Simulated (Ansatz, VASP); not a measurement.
# Two plane-wave programs on NaH

```xyz
2
Lattice="0.0000 2.3975 2.3975 2.3975 0.0000 2.3975 2.3975 2.3975 0.0000" Properties=species:S:1:pos:R:3 pbc="T T T"
Na    0.0000    0.0000    0.0000
H     2.3975    2.3975    2.3975
```

Alike in both runs: task single point; functional LDA; k mesh 10 × 10 × 10; no spin polarisation.

```csv
,VASP,Ansatz
version,VASP 6.6.1,Ansatz 0.2.0
potentials or method,"VASP PAW LDA potentials, release 64 (Na_pv, H)","plane waves, PAW"
plane-wave cutoff (eV),520,420
occupations,"gaussian, width 0.01 eV",fixed
valence electrons in the cell,8,10
```

Ansatz gave:

| Quantity | Value |
| --- | --- |
| gap on the k mesh at the Fermi level (eV) | 3.46 |
| pressure (GPa) | -1.6 |

Question: What did VASP give for the same quantities?

Answer: gap on the k mesh at the Fermi level (eV): 3.46; pressure (GPa): -1.7.

LDA's correlation is that of Perdew and Zunger in VASP and of Perdew and Wang (1992) in Ansatz. VASP's potentials hold 8 valence electrons a cell and Ansatz's 10, so a difference there can come from the potentials and not from the codes.
